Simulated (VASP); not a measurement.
The system is ZrCu5.

```xyz
6
Lattice="0.0000 3.4500 3.4500 3.4500 0.0000 3.4500 3.4500 3.4500 0.0000" Properties=species:S:1:pos:R:3 pbc="T T T"
Zr    0.0000    0.0000    0.0000
Cu    1.7250    1.7250    1.7250
Cu    4.3074    4.3074    4.3074
Cu    4.3074    2.5926    2.5926
Cu    2.5926    2.5926    4.3074
Cu    2.5926    4.3074    2.5926
```

* Program: VASP 6.6.1
* Task: relaxation of cell and atoms
* Functional: LDA
* Potentials or basis: VASP PAW LDA potentials, release 64 (Zr_sv, Cu)
* Cutoff: 600 eV
* k mesh: 10 × 10 × 10
* Occupations: gaussian, width 0.1 eV
* Spin: no spin polarisation

At the start: pressure -11.1 GPa; volume 13.69 Å³/atom.

Where does the relaxation end?

Over 17 steps the energy falls by 39.1 meV/atom and the volume is 12.65 Å³/atom (-7.6 %); space group F-43m (No. 216, to 0.05 Å).

Step by step:
| step | energy change (eV) | largest force (eV/Å) | pressure (GPa) | volume (Å³) |
| --- | --- | --- | --- | --- |
| 1 | 0.0000 | 0.0174 | -11.07 | 82.13 |
| 2 | -0.0714 | 0.0015 | 12.40 | 71.39 |
| 3 | -0.2346 | 0.0132 | -0.05 | 75.93 |
| 4 | -0.2346 | 0.0130 | 0.09 | 75.81 |
| 5 | -0.2347 | 0.0058 | 0.15 | 75.89 |
| 6 | -0.2342 | 0.0618 | -0.40 | 76.11 |
| 7 | -0.2346 | 0.0143 | 0.00 | 75.92 |
| 8 | -0.2347 | 0.0097 | -0.03 | 75.91 |
| 9 | -0.2347 | 0.0076 | -0.04 | 75.90 |
| 10 | -0.2347 | 0.0062 | 0.02 | 75.89 |
| 11 | -0.2347 | 0.0058 | 0.42 | 75.89 |
| 12 | -0.2347 | 0.0057 | -0.01 | 75.92 |
| 13 | -0.2347 | 0.0060 | 0.07 | 75.92 |
| 14 | -0.2347 | 0.0054 | -0.10 | 75.92 |
| 15 | -0.2347 | 0.0063 | 0.00 | 75.92 |
| 16 | -0.2347 | 0.0055 | 0.00 | 75.92 |
| 17 | -0.2347 | 0.0044 | 0.05 | 75.92 |

Final structure:
```xyz
6
Lattice="0.0000 3.3608 3.3608 3.3608 0.0000 3.3608 3.3608 3.3608 0.0000" Properties=species:S:1:pos:R:3 pbc="T T T"
Zr    0.0000    0.0000    0.0000
Cu    1.6804    1.6804    1.6804
Cu    4.1954    4.1954    4.1954
Cu    4.1954    2.5262    2.5262
Cu    2.5262    2.5262    4.1954
Cu    2.5262    4.1954    2.5262
```
